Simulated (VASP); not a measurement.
The system is ScBe.

```xyz
4
Lattice="1.7143 -4.5232 0.0000 1.7143 4.5232 0.0000 0.0000 0.0000 3.4054" Properties=species:S:1:pos:R:3 pbc="T T T"
Sc    1.7143   -3.2024    2.5541
Sc    1.7143    3.2024    0.8514
Be    1.7143   -0.4523    2.5541
Be    1.7143    0.4523    0.8514
```

```yaml
Program: VASP 6.6.1
Task: relaxation of cell and atoms
Functional: PBE
Potentials_or_basis: VASP PAW PBE potentials, release 64 (Sc_sv, Be)
Cutoff: 600 eV
k_mesh: 6 × 6 × 6
Occupations: gaussian, width 0.1 eV
Spin: no spin polarisation
```

At the start: pressure 29.4 GPa; volume 13.20 Å³/atom.

**Question.** How do energy, volume and symmetry change on relaxing?

**Answer.** Over 15 steps the energy falls by 340.9 meV/atom and the volume is 16.57 Å³/atom (+25.5 %); space group Cmcm (No. 63, to 0.1 Å) before and after.

Step by step:
```csv
step,energy change (eV),largest force (eV/Å),pressure (GPa),volume (Å³)
1,0.0000,1.0934,29.39,52.81
2,-1.1122,0.3292,-5.88,73.54
3,-1.2284,0.2908,-0.17,67.49
4,-1.2284,0.2797,-0.54,67.80
5,-1.2566,0.2012,-0.49,67.66
6,-1.3033,0.0420,-0.24,67.21
7,-1.2585,0.4605,0.87,65.97
8,-1.3123,0.1454,-0.04,66.94
9,-1.3403,0.1264,-0.03,66.70
10,-1.3451,0.2159,0.01,66.55
11,-1.3548,0.1525,-0.06,66.55
12,-1.3628,0.0445,-0.14,66.54
13,-1.3629,0.0556,-0.15,66.54
14,-1.3633,0.0206,0.32,66.16
15,-1.3635,0.0158,0.15,66.30
```

Final structure:
```
Sc Be
1.0
     1.65048   -5.14116    0.00000
     1.65048    5.14116    0.00000
     0.00000    0.00000    3.90651
Sc Be
2 2
Direct
  0.85049 0.14951 0.75000
  0.14951 0.85049 0.25000
  0.55781 0.44219 0.75000
  0.44219 0.55781 0.25000
```

Caveat: the volume moved by over 15 % at a fixed basis, so the end points are rough.
